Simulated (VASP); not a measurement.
Here is a VASP 6.6.1 calculation.

INCAR

```
SYSTEM = Pt
  PREC = Accurate
  ENCUT = 520
  EDIFF = 1E-7
  ISMEAR = 0
  SIGMA = 0.1
  LREAL = .FALSE.
  LASPH = .TRUE.
  NELM = 100
  ALGO = Normal
  ISIF = 2
  LWAVE = .FALSE.
  LCHARG = .FALSE.
  GGA = PS
  NBANDS = 11
```

KPOINTS

```
Automatic mesh
0
G
  8 8 8
  0 0 0
```

POSCAR

```
Pt
1.0
   -1.5842200000      1.5842200000      1.5842200000
    1.5842200000     -1.5842200000      1.5842200000
    1.5842200000      1.5842200000     -1.5842200000
Pt
1
Direct
    0.0000000000      0.0000000000      0.0000000000
```

Potentials or basis: VASP PAW PBE potentials, release 64 (Pt).

Run with:

```bash
$ cat potpaw_PBE.64/Pt/POTCAR > POTCAR
$ mpirun -np 1 vasp_std > vasp.out
```

(1) What does it give for the pressure?

(2) What does it give for the band gap on the k mesh?

Results:

(1) -9.8 GPa.

(2) zero (band 5 reaches 10.89 eV, above the bottom of band 6 at 8.96 eV).

Caveat: the PAW data sets were made with another functional, which shifts forces and pressure a little; spin-orbit coupling is left out, which moves the levels of the heavy elements.
